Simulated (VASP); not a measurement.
Write the native input for VASP 6.6.1 that does the following.

```yaml
Task: single point
Functional: PBEsol
Potentials_or_basis: VASP PAW PBE potentials, release 64 (Mo_sv)
Cutoff: 520 eV
k_mesh: 30 × 30 × 26
Occupations: gaussian, width 0.15 eV
Spin: no spin polarisation
Dipole_correction: no
Further_INCAR_settings: ALGO = Fast; EDIFF = 1e-06; NBANDS = 13
```

The structure of Mo lies in POSCAR:

```
Mo
1.0
    2.8949935325      0.0000000000      0.0000000000
   -1.4474967663      2.5071379429      0.0000000000
    0.0000000000      0.0000000000      2.2361780237
Mo
1
Direct
    0.0000000000      0.0000000000      0.5000000000
```

This isn't the form of Mo at room conditions, which is bcc.

This cell differs from its parent crystal: ratio of the length along z to the lengths across it x 0.85, volume and fractional coordinates fixed.

One way to write it, as run:

INCAR

```
SYSTEM = Mo
  PREC = Accurate
  ENCUT = 520
  EDIFF = 1E-6
  ISMEAR = 0
  SIGMA = 0.15
  LREAL = .FALSE.
  LASPH = .TRUE.
  NELM = 100
  ALGO = Fast
  ISIF = 2
  LWAVE = .FALSE.
  LCHARG = .FALSE.
  GGA = PS
  NBANDS = 13
```

KPOINTS

```
Automatic mesh
0
G
  30 30 26
  0 0 0
```

Potentials or basis: VASP PAW PBE potentials, release 64 (Mo_sv).

Launch:

```sh
$ cat potpaw_PBE.64/Mo_sv/POTCAR > POTCAR
$ mpirun -np 1 vasp_std > vasp.out
```

Results of the run:

| Item | Value |
| --- | --- |
| Pressure | 12.9 GPa |
| Band gap on the k mesh | zero (bands 7 and 8 overlap by 2.04 eV) |

Caveat: the cell stands under pressure; the PAW data sets were made with another functional, which shifts forces and pressure a little.

It took 2.3 min on 1 thread of Intel Xeon 8259CL, on a shared host, peak memory 0.35 GiB.
